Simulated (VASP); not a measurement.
Fe2O3 (Hematite): single point with PBE+U

Crystal: Fe2O3 (Hematite).

```
Fe O
1.0
     2.53988    1.46640    4.51550
    -2.53988    1.46640    4.51550
     0.00000   -2.93280    4.51550
Fe O
4 6
Direct
  0.35566 0.35566 0.35566
  0.14434 0.14434 0.14434
  0.64434 0.64434 0.64434
  0.85566 0.85566 0.85566
  0.55311 0.94689 0.25000
  0.25000 0.55311 0.94689
  0.94689 0.25000 0.55311
  0.44689 0.05311 0.75000
  0.75000 0.44689 0.05311
  0.05311 0.75000 0.44689
```

| Property | Result |
| --- | --- |
| Program | VASP 6.6.1 |
| Task | single point |
| Functional | PBE |
| Potentials or basis | VASP PAW PBE potentials, release 64 (Fe, O) |
| Cutoff | 520 eV |
| k mesh | 6 × 6 × 6 |
| Occupations | gaussian, width 0.05 eV |
| Spin | collinear spin, ferromagnetic start |
| Starting moments | [5.0, 5.0, 5.0, 5.0, 0.0, 0.0, 0.0, 0.0, 0.0, 0.0] μB |
| Hubbard terms | Fe d U = 4.0 eV |
| Dipole correction | no |
| Further INCAR settings | ALGO = Normal; EDIFF = 1e-06; NBANDS = 49 |

- Pressure: 8.5 GPa
- Largest force: 0.180 eV/Å
- Band gap on the k mesh: 1.06 eV, indirect (least direct gap 1.28 eV)
- Net moment: 20.00 μB per cell
- Site moments: Fe +4.34; O +0.37 μB
- Valence electrons inside the program's atomic spheres: Fe 6.74; O 5.05

Forces on the atoms (eV/Å):
```
Fe   0.000  0.000 -0.180
Fe   0.000  0.000  0.180
Fe   0.000  0.000  0.180
Fe   0.000  0.000 -0.180
O    0.030  0.000  0.000
O   -0.015  0.026  0.000
O   -0.015 -0.026  0.000
O   -0.030  0.000  0.000
O    0.015 -0.026  0.000
O    0.015  0.026  0.000
```

Stress tensor (GPa, compression positive):
```
8.23 0.00 0.00
0.00 8.23 0.00
0.00 0.00 9.02
```

Levels at points of the mesh, in eV from the valence-band top:
Spin up:
```csv
k point,band 40,band 41,band 42,band 43,band 44,band 45,band 46,band 47,band 48,band 49
"(0.00, 0.00, 0.00)",-0.91,-0.49,-0.49,0.00,0.00,4.26,8.04,9.95,10.62,11.46
"(0.50, 0.00, 0.00)",-1.14,-0.86,-0.86,-0.35,-0.35,7.51,7.51,9.05,9.05,10.63
"(0.50, 0.50, 0.00)",-1.39,-0.73,-0.31,-0.24,-0.20,7.92,8.25,9.02,9.29,9.92
"(0.50, 0.50, 0.50)",-1.49,-0.37,-0.37,-0.37,-0.37,6.85,6.85,10.69,10.69,11.52
```
Spin down:
```tsv
k point	band 20	band 21	band 22	band 23	band 24	band 25	band 26	band 27	band 28	band 29
(0.00, 0.00, 0.00)	-2.08	-2.08	-1.20	-1.20	-0.93	1.34	1.36	1.36	1.71	1.71
(0.50, 0.00, 0.00)	-2.39	-2.08	-2.08	-1.17	-1.17	1.22	1.22	1.70	1.70	2.02
(0.50, 0.50, 0.00)	-2.02	-2.00	-1.95	-1.74	-1.31	1.26	1.28	1.43	1.45	1.73
(0.50, 0.50, 0.50)	-2.21	-1.77	-1.77	-1.77	-1.77	1.60	1.60	1.60	1.60	1.95
```

Eigenvalues of the final occupation matrices:
| site | spin | trace | eigenvalues |
| --- | --- | --- | --- |
| site 1 d | 1 | 5.05 | 0.98 0.98 0.98 1.05 1.05 |
| site 1 d | 2 | 0.78 | 0.07 0.07 0.08 0.28 0.28 |
| site 2 d | 1 | 5.05 | 0.98 0.98 0.98 1.05 1.05 |
| site 2 d | 2 | 0.78 | 0.07 0.07 0.08 0.28 0.28 |
| site 3 d | 1 | 5.05 | 0.98 0.98 0.98 1.05 1.05 |
| site 3 d | 2 | 0.78 | 0.07 0.07 0.08 0.28 0.28 |
| site 4 d | 1 | 5.05 | 0.98 0.98 0.98 1.05 1.05 |
| site 4 d | 2 | 0.78 | 0.07 0.07 0.08 0.28 0.28 |

Wall time 7.2 min on 1 thread of Intel(R) Xeon(R) Platinum 8259CL CPU @ 2.50GHz (Skylake/Cascade Lake), with other jobs on the host, peak memory 0.42 GiB.

Caveat: only a ferromagnetic start was run, and an antiferromagnetic order may lie lower in energy. A k mesh can miss the band edges.
